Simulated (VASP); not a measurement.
Set up this calculation in VASP 6.6.1, as the native input.

- Task: electric field gradients
- Functional: LDA
- Potentials or basis: VASP PAW LDA potentials, release 64 (W_sv)
- Cutoff: 400 eV
- k mesh: 14 × 14 × 14
- Occupations: fermi-dirac, width 0.05 eV
- Spin: no spin polarisation
- Dipole correction: no
- Further INCAR settings: ALGO = Normal; EDIFF = 1e-08; NBANDS = 13

The structure of W lies in POSCAR:

```
W
1.0
    0.0000000000      2.0025642044      2.0025642044
    2.0025642044      0.0000000000      2.0025642044
    2.0025642044      2.0025642044      0.0000000000
W
1
Direct
    0.0000000000      0.0000000000      0.0000000000
```

This isn't the form of W at room conditions, which is bcc.

One way to write it, as run:

INCAR

```
ALGO = Normal
EDIFF = 1E-8
ENCUT = 400
GGA = CA
GGA_COMPAT = F
ISIF = 2
ISMEAR = -1
LASPH = T
LCHARG = F
LEFG = T
LREAL = F
LWAVE = F
NBANDS = 13
NELM = 120
PREC = Accurate
SIGMA = 0.05
```

KPOINTS

```
k-points
0
Gamma
  14 14 14
```

Potentials or basis: VASP PAW LDA potentials, release 64 (W_sv).

The run is started by

```bash
$ cat potpaw_LDA.64/W_sv/POTCAR > POTCAR
$ mpirun -np 1 vasp_std > vasp.out
```

It gave:

The pressure is -5.4 GPa, the band gap on the k mesh is zero (bands 7 and 8 overlap by 3.93 eV) and the largest electric field gradient by atom is under 0.05 V/Å² on every atom.

Caveat: the cell stands under tension; spin-orbit coupling is left out, which moves the levels of the heavy elements.

Run time: 19 s on 1 thread of Intel Xeon 8259CL, with other jobs on the host, peak memory 0.12 GiB.
